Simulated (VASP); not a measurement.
Write the native input for VASP 6.6.1 that does the following.

| Property | Result |
| --- | --- |
| Task | relaxation of cell and atoms |
| Functional | revPBE |
| Potentials or basis | VASP PAW PBE potentials, release 64 (V_sv, H, Gd) |
| Cutoff | 600 eV |
| k mesh | 8 × 8 × 8 |
| Occupations | methfessel-paxton, width 0.0479 eV |
| Spin | collinear spin, ferrimagnetic start |
| Starting moments | [0.4, 0.0, 0.0, 0.0, -6.9] μB |
| Dipole correction | no |
| Further INCAR settings | ALGO = Normal; EDIFF = 1e-06; IBRION = 2; EDIFFG = -0.01; NSW = 60; ISIF = 3 |

The structure of GdVH3 lies in POSCAR:

```
GdVH3
1.0
    3.6615011500      0.0000000000      0.0000000000
    0.0000000000      3.6615011500      0.0000000000
    0.0000000000      0.0000000000      3.6615011500
V H Gd
1 3 1
Direct
    0.0000000000      0.0000000000      0.0000000000
    0.5000000000      0.0000000000      0.0000000000
    0.0000000000      0.5000000000      0.0000000000
    0.0000000000      0.0000000000      0.5000000000
    0.5000000000      0.5000000000      0.5000000000
```

These files were run (other wordings do the same):

INCAR

```
PREC = Accurate
ENCUT = 600
EDIFF = 1E-6
ISMEAR = 1
SIGMA = 0.0479
LREAL = False
LASPH = True
NELM = 150
ALGO = Normal
ISIF = 3
LWAVE = False
LCHARG = False
ISPIN = 2
MAGMOM = 0.4 0 0 0 -6.9
LORBIT = 11
LMAXMIX = 6
GGA = RE
IBRION = 2
NSW = 60
EDIFFG = -0.01
```

KPOINTS

```
regular mesh
0
Gamma
  8 8 8
```

Potentials or basis: VASP PAW PBE potentials, release 64 (V_sv, H, Gd).

Command:

```sh
$ cat potpaw_PBE.64/V_sv/POTCAR potpaw_PBE.64/H/POTCAR potpaw_PBE.64/Gd/POTCAR > POTCAR
$ mpirun -np 1 vasp_std > vasp.out
```

Results of the run:

```yaml
Relaxed_volume: 10.12 Å³/atom
Relaxed_cell: a = 3.699 Å, b = 3.699 Å, c = 3.699 Å, α = 90.00°, β = 90.00°, γ = 90.00°
Space_group_after_relaxing_to_0.05_Å: Pm-3m (No. 221)
Energy_gained_by_relaxing: 2.3 meV/atom
Ionic_steps: 3
Pressure_after_relaxing: -0.2 GPa
Band_gap_on_the_k_mesh: zero (filled and empty bands overlap)
Net_moment: -6.00 μB per cell
Site_moments: V +1.10; H +0.00; Gd -6.82 μB
Valence_electrons_inside_the_program's_atomic_spheres: V 11.61; H 0.56; Gd 15.23
```

Caveat: the PAW data sets were made with another functional, which shifts forces and pressure a little; spin-orbit coupling is left out, which moves the levels of the heavy elements; without U or exact exchange the open f shell lies at the Fermi level, which spoils levels, moments and volumes.

Run time: 10 min on 1 thread of Intel(R) Xeon(R) Platinum 8259CL CPU @ 2.50GHz (Skylake/Cascade Lake) (shared host), peak memory 0.27 GiB.
